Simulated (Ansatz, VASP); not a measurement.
Two plane-wave programs on Al12O

Contents of INCAR:

```
  ALGO = Normal
  DIPOL = 0.5 0.5 0.302
  EDIFF = 1E-7
  ENCUT = 520
  GGA = PE
  IDIPOL = 3
  ISIF = 2
  ISMEAR = 0
  ISPIN = 2
  LASPH = True
  LCHARG = False
  LDIPOL = True
  LORBIT = 11
  LREAL = False
  LWAVE = False
  MAGMOM = 0 0 0 0 0 0 0 0 0 0 0 0 2
  NBANDS = 37
  NELM = 150
  PREC = Accurate
  SIGMA = 0.1
```

The input KPOINTS:

```
k-points
0
Gamma
  5 5 1
```

The input POSCAR:

```
Al12O
1.0
    5.7143028096      0.0000000000      0.0000000000
    0.0000000000      5.7143028096      0.0000000000
    0.0000000000      0.0000000000     21.1750228481
Al O
12 1
Direct
    0.2500000000      0.2500000000      0.1889018033
    0.2500000000      0.7500000000      0.1889018033
    0.7500000000      0.2500000000      0.1889018033
    0.7500000000      0.7500000000      0.1889018033
    0.0000000000      0.0000000000      0.2873686073
    0.0000000000      0.5000000000      0.2873686073
    0.5000000000      0.0000000000      0.2873686073
    0.5000000000      0.5000000000      0.2873686073
    0.2500000000      0.2500000000      0.3860691394
    0.2500000000      0.7500000000      0.3860691394
    0.7500000000      0.2500000000      0.3860691394
    0.7500000000      0.7500000000      0.3860691394
    0.4166666667      0.4166666667      0.4819368046
```

Input for Ansatz:

```yaml
crystal:
  lattice:
    - [5.7143028096, 0.0, 0.0]
    - [0.0, 5.7143028096, 0.0]
    - [0.0, 0.0, 21.1750228481]
  atoms:
    - { symbol: Al, position: [0.25, 0.25, 0.1889018033] }
    - { symbol: Al, position: [0.25, 0.75, 0.1889018033] }
    - { symbol: Al, position: [0.75, 0.25, 0.1889018033] }
    - { symbol: Al, position: [0.75, 0.75, 0.1889018033] }
    - { symbol: Al, position: [0.0, 0.0, 0.2873686073] }
    - { symbol: Al, position: [0.0, 0.5, 0.2873686073] }
    - { symbol: Al, position: [0.5, 0.0, 0.2873686073] }
    - { symbol: Al, position: [0.5, 0.5, 0.2873686073] }
    - { symbol: Al, position: [0.25, 0.25, 0.3860691394] }
    - { symbol: Al, position: [0.25, 0.75, 0.3860691394] }
    - { symbol: Al, position: [0.75, 0.25, 0.3860691394] }
    - { symbol: Al, position: [0.75, 0.75, 0.3860691394] }
    - { symbol: O, position: [0.4166666667, 0.4166666667, 0.4819368046], spin: 2.0 }
basis:
  ecutwfc: 420
kpoints:
  mp_grid: { grid: [5, 5, 1] }
hamiltonian:
  xc: pbe
scf:
  occupations: { method: gaussian, width: 0.1 }
output:
  forces: true
  eigenvalues: true
  populations: true
magnetization:
  spin_polarized: true
efield:
  axis: 3
  dipole_correction: true
  ramp_width: 0.04
```

Alike in both runs: task single point; functional PBE; k mesh 5 × 5 × 1; occupations gaussian, width 0.1 eV; collinear spin.

|  | VASP | Ansatz |
| --- | --- | --- |
| version | VASP 6.6.1 | Ansatz 0.2.0 |
| potentials or method | VASP PAW PBE potentials, release 64 (Al, O), cutoff 520 eV | scalar-relativistic, plane waves, PAW |
| valence electrons in the cell | 42 | 42 |

```csv
,VASP,Ansatz,Ansatz less VASP
gap on the k mesh at the Fermi level (eV),none,none,-
rms of the force components (eV/Å),0.706,0.709,+0.0029
net moment per atom (μB),0.06,0.06,-0.001
size of the moment on the site where the two differ most (μB),0.45,0.52,+0.069
```

Site moments also hang on the region over which each program counts them. Atom by atom the forces differ by 0.003 eV/Å (rms over components). A gap of «none» marks a metal or a gap that the smearing closes. Ansatz's warnings: stability check not made.
